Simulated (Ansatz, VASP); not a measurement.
# One calculation of Te, two programs

```
CELL_PARAMETERS angstrom
-1.84434 1.84434 1.84434
1.84434 -1.84434 1.84434
1.84434 1.84434 -1.84434
ATOMIC_POSITIONS crystal
Te 0.00000 0.00000 0.00000
```

Alike in both runs: task single point; functional r2SCAN; k mesh 13 × 13 × 13; occupations fermi-dirac, width 0.1 eV; no spin polarisation.

|  | VASP | Ansatz |
| --- | --- | --- |
| version | VASP 6.6.1 | Ansatz 0.2.0 |
| potentials or method | VASP PAW PBE potentials, release 64 (Te), cutoff 520 eV | plane waves (500 eV) with PAW, scalar-relativistic |
| valence electrons in the cell | 6 | 16 |

|  | VASP | Ansatz | Ansatz less VASP |
| --- | --- | --- | --- |
| pressure (GPa) | 10.1 | 10.1 | +0.03 |

VASP's potentials were made for PBE, not for r2SCAN. With one functional, cell and mesh, what is left measures potentials, basis and numerics. VASP's potentials hold 6 valence electrons a cell and Ansatz's 16, so a difference there can come from the potentials and not from the codes.

Spin-orbit coupling is off throughout.
